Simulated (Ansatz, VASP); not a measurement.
# BeS: VASP beside Ansatz

```
CELL_PARAMETERS angstrom
0.00000 2.42500 2.42500
2.42500 0.00000 2.42500
2.42500 2.42500 0.00000
ATOMIC_POSITIONS crystal
Be 0.00000 0.00000 0.00000
S 0.75000 0.75000 0.75000
```

Alike in both runs: task relaxation of cell and atoms; functional LDA; k mesh 18 × 18 × 18; occupations fermi-dirac, width 0.1 eV; no spin polarisation.

|  | VASP | Ansatz |
| --- | --- | --- |
| version | VASP 6.6.1 | Ansatz 0.2.0 |
| potentials or method | VASP PAW LDA potentials, release 64 (Be, S) | PAW with Ansatz's default frozen-core files, scalar-relativistic |
| plane-wave cutoff (eV) | 600 | 420 |
| valence electrons in the cell | 8 | 8 |

```tsv
	VASP	Ansatz	Ansatz less VASP
relaxed volume (Å³/atom)	13.80	13.79	-0.008
relaxed cell length with the largest relative difference (Å)	3.392	3.392	-0.0006
```

LDA's correlation is that of Perdew and Zunger in VASP and of Perdew and Wang (1992) in Ansatz.
